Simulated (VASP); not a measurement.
Set up this calculation in VASP 6.6.1, as the native input.

| Property | Result |
| --- | --- |
| Task | single point |
| Functional | PBE |
| Potentials or basis | VASP PAW PBE potentials, release 64 (Be, Ni, H) |
| Cutoff | 520 eV |
| k mesh | 16 × 16 × 12 |
| Occupations | gaussian, width 0.1 eV |
| Spin | no spin polarisation |
| Dipole correction | no |
| Further INCAR settings | ALGO = Normal; EDIFF = 1e-06; NBANDS = 16 |

The structure of Be2NiH lies in POSCAR:

```
Be2NiH
1.0
    2.9019364613      0.0000000000      0.0000000000
    0.0000000000      2.9019364613      0.0000000000
    0.0000000000      0.0000000000      4.2696219628
Be Ni H
2 1 1
Direct
    0.0000000000      0.0000000000      0.5000000000
    0.5000000000      0.5000000000      0.0000000000
    0.0000000000      0.0000000000      0.0000000000
    0.5000000000      0.5000000000      0.5000000000
```

The cell was generated, and may not be a known phase.

The input as run:

INCAR

```
SYSTEM = Be2NiH
PREC = Accurate
ENCUT = 520
EDIFF = 1E-6
ISMEAR = 0
SIGMA = 0.1
LREAL = .False.
LASPH = .True.
NELM = 60
ALGO = Normal
ISIF = 2
LWAVE = .False.
LCHARG = .False.
GGA = PE
NBANDS = 16
```

KPOINTS

```
regular mesh
0
Gamma
  16 16 12
  0 0 0
```

Potentials or basis: VASP PAW PBE potentials, release 64 (Be, Ni, H).

Launch:

```console
$ cat potpaw_PBE.64/Be/POTCAR potpaw_PBE.64/Ni/POTCAR potpaw_PBE.64/H/POTCAR > POTCAR
$ mpirun -np 1 vasp_std > vasp.out
```

Results of the run:

- Pressure: -0.1 GPa
- Band gap on the k mesh: zero (an odd number of electrons rules out a gap without spin polarisation)

Run time: 47 s on 1 thread of Intel(R) Xeon(R) 6975P-C (Granite Rapids), with other jobs on the host, peak memory 0.3 GiB.
